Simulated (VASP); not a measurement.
ScAl3:

```xyz
4
Lattice="4.0878 0.0000 0.0000 0.0000 4.0878 0.0000 0.0000 0.0000 4.0878" Properties=species:S:1:pos:R:3 pbc="T T T"
Sc    0.0000    0.0000    0.0000
Al    2.0439    2.0439    0.0000
Al    0.0000    2.0439    2.0439
Al    2.0439    0.0000    2.0439
```

* Program: VASP 6.6.1
* Task: relaxation of cell and atoms
* Functional: BLYP
* Dispersion: D3(BJ)
* Potentials or basis: VASP PAW PBE potentials, release 64 (Sc_sv, Al)
* Cutoff: 600 eV
* k mesh: 7 × 7 × 7
* Occupations: fermi-dirac, width 0.05 eV
* Spin: no spin polarisation

At the start: pressure -4.7 GPa; volume 17.08 Å³/atom.

Problem. Where does the relaxation end?

Solution. Over 3 steps the energy falls by 14.4 meV/atom and the volume is 16.14 Å³/atom (-5.5 %); space group Pm-3m (No. 221, to 0.05 Å).

Step by step:
| step | energy change (eV) | largest force (eV/Å) | pressure (GPa) | volume (Å³) |
| --- | --- | --- | --- | --- |
| 1 | 0.0000 | 0.0000 | -4.71 | 68.31 |
| 2 | -0.0515 | 0.0000 | 1.71 | 63.46 |
| 3 | -0.0575 | 0.0000 | 0.00 | 64.58 |

Final structure:
```yaml
crystal:
  lattice:
    - [4.01204, 0.00000, 0.00000]
    - [0.00000, 4.01204, 0.00000]
    - [0.00000, 0.00000, 4.01204]
  atoms:
    - { symbol: Sc, position: [0.00000, 0.00000, 0.00000] }
    - { symbol: Al, position: [0.50000, 0.50000, 0.00000] }
    - { symbol: Al, position: [0.00000, 0.50000, 0.50000] }
    - { symbol: Al, position: [0.50000, 0.00000, 0.50000] }
```

Caveat: the PAW data sets were made with another functional, which shifts forces and pressure a little; pairwise dispersion overbinds metals, which lowers pressure and volume.
